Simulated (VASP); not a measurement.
# Re (Im-3m) in VASP: further runs

The runs below take Re through single point, with PBEsol.

All numbers are computed with VASP 6.6.1; they aren't measurements. Logs are shortened: lines on timing, memory, paths and dates and some standing lists are left out, and cuts for length are marked.

## 1. The cell of the first run

It takes space group Im-3m (No. 229, cubic). Conventional cell: a = 2.949 Å, b = 2.949 Å, c = 2.949 Å, α = 90.00°, β = 90.00°, γ = 90.00°. Within 3.4 Å of Re (site symmetry m-3m) lie 14 Re at 2.55 to 2.95 Å.

## 2. Single point, PBEsol

File INCAR:

```
  ALGO = Normal
  EDIFF = 1E-6
  ENCUT = 520
  GGA = PS
  ISIF = 2
  ISMEAR = -1
  LASPH = True
  LCHARG = False
  LREAL = False
  LWAVE = False
  NBANDS = 10
  NELM = 100
  PREC = Accurate
  SIGMA = 0.1
```

File KPOINTS:

```
k-points
0
Gamma
  18 18 18
```

File POSCAR:

```
Re
1.0
   -1.4743742824      1.4743742824      1.4743742824
    1.4743742824     -1.4743742824      1.4743742824
    1.4743742824      1.4743742824     -1.4743742824
Re
1
Direct
    0.0000000000      0.0000000000      0.0000000000
```

Potentials or basis: VASP PAW PBE potentials, release 64 (Re).

Run with:

```bash
$ cat potpaw_PBE.64/Re/POTCAR > POTCAR
$ mpirun -np 1 vasp_std > vasp.out
```

OUTCAR:

```text
EDIFF = 1E-6
   ENCUT = 520
   GGA = PS
   ISIF = 2
   ISMEAR = -1
   LASPH = True
   LREAL = False
   NELM = 100
   PREC = Accurate

 ion  position               nearest neighbor table
   1  0.000  0.000  0.000-

  LATTYP: Found a body centered cubic cell.
 ALAT       =     2.9487485648

  Lattice vectors:

 A1 = (  -1.4743742824,   1.4743742824,   1.4743742824)
 A2 = (   1.4743742824,  -1.4743742824,   1.4743742824)
 A3 = (   1.4743742824,   1.4743742824,  -1.4743742824)

Analysis of symmetry for initial positions (statically):
=====================================================================
 Subroutine PRICEL returns:
 Original cell was already a primitive cell.

 Routine SETGRP: Setting up the symmetry group for a
 body centered cubic supercell.

 Subroutine GETGRP returns: Found 48 space group operations
 (whereof 48 operations were pure point group operations)
 out of a pool of 48 trial point group operations.

The static configuration has the point symmetry O_h .

Analysis of symmetry for dynamics (positions and initial velocities):
=====================================================================
 Subroutine PRICEL returns:
 Original cell was already a primitive cell.

 Routine SETGRP: Setting up the symmetry group for a
 body centered cubic supercell.

 Subroutine GETGRP returns: Found 48 space group operations
 (whereof 48 operations were pure point group operations)
 out of a pool of 48 trial point group operations.

The dynamic configuration has the point symmetry O_h .

 Subroutine INISYM returns: Found 48 space group operations
 (whereof 48 operations are pure point group operations),
 and found     1 'primitive' translations

----------------------------------------------------------------------------------------

                                     Primitive cell

  volume of cell :      12.8199

  direct lattice vectors                    reciprocal lattice vectors
    -1.474374282  1.474374282  1.474374282     0.000000000  0.339126914  0.339126914
     1.474374282 -1.474374282  1.474374282     0.339126914  0.000000000  0.339126914
     1.474374282  1.474374282 -1.474374282     0.339126914  0.339126914  0.000000000

  length of vectors
     2.553691166  2.553691166  2.553691166     0.479597881  0.479597881  0.479597881

  position of ions in fractional coordinates (direct lattice)
     0.000000000  0.000000000  0.000000000

  ion indices of the primitive-cell ions
   primitive index   ion index
                 1           1

----------------------------------------------------------------------------------------

 KPOINTS: k-points

Automatic generation of k-mesh.
 Grid dimensions read from file:
 generate k-points for:   18   18   18

 Generating k-lattice:

  Cartesian coordinates                     Fractional coordinates (reciprocal lattice)
     0.000000000  0.018840384  0.018840384     0.055555556  0.000000000  0.000000000
     0.018840384  0.000000000  0.018840384     0.000000000  0.055555556  0.000000000
     0.018840384  0.018840384  0.000000000     0.000000000  0.000000000  0.055555556

  Length of vectors
     0.026644327  0.026644327  0.026644327

  Shift w.r.t. Gamma in fractional coordinates (k-lattice)
     0.000000000  0.000000000  0.000000000

 Subroutine IBZKPT returns following result:
 ===========================================

 Found    195 irreducible k-points:

 Following reciprocal coordinates:
            Coordinates               Weight
  0.000000  0.000000  0.000000      1.000000
  0.055556  0.000000  0.000000     12.000000
  0.111111  0.000000  0.000000     12.000000
  0.166667  0.000000  0.000000     12.000000
  0.222222  0.000000  0.000000     12.000000
  0.277778  0.000000  0.000000     12.000000
[... 16 lines left out ...]
  0.333333  0.111111  0.000000     48.000000
  0.388889  0.111111  0.000000     48.000000
 [... further k-points ...]
   k-points           NKPTS =    195   k-points in BZ     NKDIM =    195   number of bands    NBANDS=     10
   number of dos      NEDOS =    301   number of ions     NIONS =      1
   total plane-waves  NPLWV =   8000
   dimension x,y,z NGX =    20 NGY =   20 NGZ =   20
   dimension x,y,z NGXF=    40 NGYF=   40 NGZF=   40
   ions per type =               1
   NGX,Y,Z   is equivalent  to a cutoff of  13.02, 13.02, 13.02 a.u.
   NGXF,Y,Z  is equivalent  to a cutoff of  26.04, 26.04, 26.04 a.u.
 SYSTEM =  unknown system
   PREC   = accura    normal or accurate (medium, high low for compatibility)
   ISTART =      0    job   : 0-new  1-cont  2-samecut
   ICHARG =      2    charge: 1-file 2-atom 10-const
   ISPIN  =      1    spin polarized calculation?
   LNONCOLLINEAR =      F non collinear calculations
   LSORBIT =      F    spin-orbit coupling
   LASPH  =      T    aspherical Exc in radial PAW
   ENCUT  =  520.0 eV  38.22 Ry    6.18 a.u.   4.75  4.75  4.75*2*pi/ulx,y,z
   NELM   =    100;   NELMIN=  2; NELMDL= -5     # of ELM steps
   EDIFF  = 0.1E-05   stopping-criterion for ELM
   LREAL  =      F    real-space projection
   EDIFFG = 0.1E-04   stopping-criterion for IOM
   NSW    =      0    number of steps for IOM
   IBRION =     -1    ionic relax: 0-MD 1-quasi-New 2-CG
   NFREE  =      0    steps in history (QN), initial steepest desc. (CG)
   ISIF   =      2    stress and relaxation
   ISYM   =      2    0-nonsym 1-usesym 2-fastsym
   POTIM  = 0.5000    time-step for ionic-motion
   TEBEG  =    0.0;   TEEND  =   0.0 temperature during run
   PSTRESS=    0.0 pullay stress
   NELECT =       7.0000    total number of electrons
   NUPDOWN=      -1.0000    fix difference up-down
   EMIN   =  10.00;   EMAX   =-10.00  energy-range for DOS
   EFERMI =   0.00;   METHOD = LEGACY
   ISMEAR =    -1;   SIGMA  =   0.10  broadening in eV -4-tet -1-fermi 0-gaus
   EFERMI_NEDOS =   21; number of points for ismear=-14 and -15
   IALGO  =     38    algorithm
   IMIX   =      4    mixing-type and parameters
     AMIX     =   0.40;   BMIX     =  1.00
     AMIX_MAG =   1.60;   BMIX_MAG =  1.00
  volume/ion in A,a.u.               =      12.82        86.51
  Fermi-wavevector in a.u.,A,eV,Ry     =   1.338073  2.528591 24.360402  1.790439
  Thomas-Fermi vector in A             =   2.466572
   LORBIT       =      0    0 simple, 1 ext, 2 COOP (PROOUT), +10 PAW based schemes
   GGA     = PS    functional components
   LHFCALC =     F    Hartree Fock is set to
   AEXX    =    0.0000 exact exchange contribution
   IVDW    =     0    specifies the selected vdW correction
   LEPSILON=     F    determine dielectric tensor
   LRPA    =     F    only Hartree local field effects (RPA)
 non-spin polarized calculation
  energy-cutoff  :      520.00
  volume of cell :       12.82
 maximum number of plane-waves:       370
   NGX =  9   NGY =  9   NGZ =  9

 number of electron       6.9999999 magnetization

 Free energy of the ion-electron system (eV)
  ---------------------------------------------------
  ext. energy  EPLUGINS =         0.00000000
  ---------------------------------------------------
  free energy    TOTEN  =       -12.67843969 eV

  energy without entropy =      -12.64733655  energy(sigma->0) =      -12.66288812

 E-fermi :  10.6186     XC(G=0): -14.5881

 val. band max:       10.6139648676   @ k =  -0.4444   0.4444   0.3333
 cond. band min:      10.6283995315   @ k =   0.1667   0.0000   0.0000
 fundamental gap:      0.0144346640
 Fermi energy:        10.6186046619

 k-point     1 :       0.0000    0.0000    0.0000
  band No.  band energies     occupation
      1      -1.3201      2.00000
      2       7.3209      2.00000
      3       7.3209      2.00000
      4       7.3209      2.00000
      5      11.4475      0.00050
      6      11.4475      0.00050
      7      26.3976      0.00000
      8      26.3976      0.00000
      9      26.3976      0.00000
     10      40.6983      0.00000

 k-point     2 :       0.0556    0.0000    0.0000
  band No.  band energies     occupation
      1      -1.1396      2.00000
      2       7.2128      2.00000
      3       7.3036      2.00000
      4       7.4997      2.00000
      5      11.2731      0.00287
      6      11.4508      0.00049
      7      26.5523      0.00000
      8      26.6998      0.00000
      9      26.8478      0.00000
     10      39.1689      0.00000

 k-point     3 :       0.1111    0.0000    0.0000
  band No.  band energies     occupation
      1      -0.6222      2.00000
      2       6.9141      2.00000
      3       7.2233      2.00000
      4       8.0297      2.00000
      5      10.8996      0.11357
      6      11.4685      0.00041
      7      26.9440      0.00000
      8      27.5793      0.00000
      9      28.0058      0.00000
     10      36.8794      0.00000

 k-point     4 :       0.1667    0.0000    0.0000
  band No.  band energies     occupation
      1       0.1512      2.00000
      2       6.4875      2.00000
      3       7.0434      2.00000
      4       8.8913      2.00000
      5      10.6284      0.95106
      6      11.5203      0.00024
      7      27.2994      0.00000
      8      28.9667      0.00000
      9      29.2816      0.00000
     10      35.1275      0.00000
[... 222 lines left out ...]
 k-point    22 :       0.2778    0.1111    0.0000
  band No.  band energies     occupation
      1       2.4578      2.00000
      2       5.2204      2.00000
      3       7.0436      2.00000
      4      10.8069      0.26415
      5      12.3801      0.00000
      6      13.9239      0.00000
      7      25.0749      0.00000
      8      26.9194      0.00000
      9      32.3692      0.00000
     10      33.5643      0.00000

 k-point    23 :       0.3333    0.1111    0.0000
  band No.  band energies     occupation
      1       2.4135      2.00000
      2       4.9453      2.00000
      3       8.0370      2.00000
      4      11.1863      0.00682
      5      12.5904      0.00000
      6      15.5022      0.00000
      7      23.8520      0.00000
      8      25.2293      0.00000
      9      30.8323      0.00000
     10      35.4526      0.00000

 k-point    24 :       0.3889    0.1111    0.0000
  band No.  band energies     occupation
      1       2.2914      2.00000
      2       4.7766      2.00000
      3       8.9722      2.00000
      4      11.2996      0.00220
      5      12.9402      0.00000
      6      16.7554      0.00000
      7      22.7383      0.00000
      8      24.1549      0.00000
      9      29.6528      0.00000
     10      36.0753      0.00000

 [... further k-points ...]
[... 5 lines left out ...]
  --------------------------------------------------------------------------------------
  -------------------------------------------------------------------------------------
  Total        5.7675036      5.7675036      5.7675036      0.0000000     -0.0000000     -0.0000000
  in kB      720.8007383    720.8007383    720.8007383      0.0000000     -0.0000000     -0.0000000
  external PRESSURE =     720.8007383 kB  Pullay stress =       0.0000000 kB

 VOLUME and BASIS-vectors are now :
 -----------------------------------------------------------------------------
  energy-cutoff  :      520.00
  volume of cell :       12.82
      direct lattice vectors                 reciprocal lattice vectors
    -1.474374282  1.474374282  1.474374282     0.000000000  0.339126914  0.339126914
     1.474374282 -1.474374282  1.474374282     0.339126914  0.000000000  0.339126914
     1.474374282  1.474374282 -1.474374282     0.339126914  0.339126914  0.000000000

 POSITION                                       TOTAL-FORCE (eV/Angst)
 -----------------------------------------------------------------------------------
      0.00000      0.00000      0.00000        -0.000000      0.000000      0.000000
 -----------------------------------------------------------------------------------
    total drift:                                0.000000      0.000000      0.000000

  FREE ENERGIE OF THE ION-ELECTRON SYSTEM (eV)
  ---------------------------------------------------
  free  energy   TOTEN  =       -12.6784396887 eV

  energy  without entropy=      -12.6473365457  energy(sigma->0) =      -12.66288812
```

Wall time 17 s (1 thread of Intel Xeon 6975P-C, shared host); peak memory 0.15 GiB.

Results:

* Free energy: -12.6784 eV
* Pressure: 72.1 GPa

Caveat: the PAW data sets were made with another functional, which shifts forces and pressure a little; spin-orbit coupling is left out, which moves the levels of the heavy elements.

## 3. Single point, PBEsol

File INCAR:

```
ALGO     = Normal         # electronic algorithm
EDIFF    = 1E-6           # SCF threshold, eV
ENCUT    = 520            # plane-wave cutoff, eV
GGA      = PS             # functional
ISIF     = 2              # what is computed and relaxed
ISMEAR   = -1             # smearing method
LASPH    = True           # aspherical terms in the spheres
LCHARG   = False          # write CHGCAR
LREAL    = False          # projectors in reciprocal space
LWAVE    = False          # write WAVECAR
NBANDS   = 10             # bands
NELM     = 100            # most SCF steps
PREC     = Accurate       # precision mode
SIGMA    = 0.1            # smearing width, eV
```

KPOINTS is that of step 2.

File POSCAR:

```
Re
1.0
   -1.4745047519      1.4745047519      1.4745047519
    1.4745047519     -1.4745047519      1.4745047519
    1.4745047519      1.4745047519     -1.4745047519
Re
1
Direct
    0.0000000000      0.0000000000      0.0000000000
```

Potentials or basis: VASP PAW PBE potentials, release 64 (Re).

Run with:

```bash
$ cat potpaw_PBE.64/Re/POTCAR > POTCAR
$ mpirun -np 1 vasp_std > vasp.out
```

Run time: 18 s. Hardware: 1 thread of Intel Xeon 6975P-C, shared host; peak memory 0.15 GiB.

The run converged. Its results:

```
Free energy : -12.6800 eV
Pressure    : 71.9 GPa
```

Levels at points of the mesh, in eV from the Fermi level:
```csv
k point,band 1,band 2,band 3,band 4,band 5,band 6
"(0.00, 0.00, 0.00)",-11.94,-3.30,-3.30,-3.30,0.83,0.83
"(0.50, 0.00, 0.00)",-8.88,-6.06,0.26,0.81,1.90,5.64
"(0.50, 0.50, 0.50)",-8.73,-8.73,4.42,4.42,4.42,9.00
```

Caveat: the PAW data sets were made with another functional, which shifts forces and pressure a little; spin-orbit coupling is left out, which moves the levels of the heavy elements.
